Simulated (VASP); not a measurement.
A run of VASP 6.6.1 is set up as follows.

File INCAR:

```
SYSTEM = BAs
PREC = Accurate
ENCUT = 600
EDIFF = 1E-6
ISMEAR = 0
SIGMA = 0.01
LREAL = .FALSE.
LASPH = .TRUE.
NELM = 60
ALGO = Normal
ISIF = 3
LWAVE = .FALSE.
LCHARG = .FALSE.
GGA = CA
IBRION = 2
NSW = 80
EDIFFG = -0.001
PSTRESS = 110.0
```

KPOINTS

```
Automatic mesh
0
G
  10 10 10
  0 0 0
```

File POSCAR:

```
BAs
1.0
    0.0000000000      2.3410826661      2.3410826661
    2.3410826661      0.0000000000      2.3410826661
    2.3410826661      2.3410826661      0.0000000000
B As
1 1
Direct
    0.0000000000      0.0000000000      0.0000000000
    0.7500000000      0.7500000000      0.7500000000
```

Potentials or basis: VASP PAW LDA potentials, release 64 (B, As).

Launch:

```bash
$ cat potpaw_LDA.64/B/POTCAR potpaw_LDA.64/As/POTCAR > POTCAR
$ mpirun -np 1 vasp_std > vasp.out
```

(1) Predict the space group after relaxing (to 0.1 Å).

(2) What does it give for the relaxed cell?

(3) Estimate the relaxed volume.

Answers

(1) F-43m (No. 216).

(2) a = 3.281 Å, b = 3.281 Å, c = 3.281 Å, α = 60.00°, β = 60.00°, γ = 60.00°.

(3) 12.49 Å³/atom.

Caveat: the cell is relaxed towards a set pressure, so the run minimises the enthalpy, not the energy.
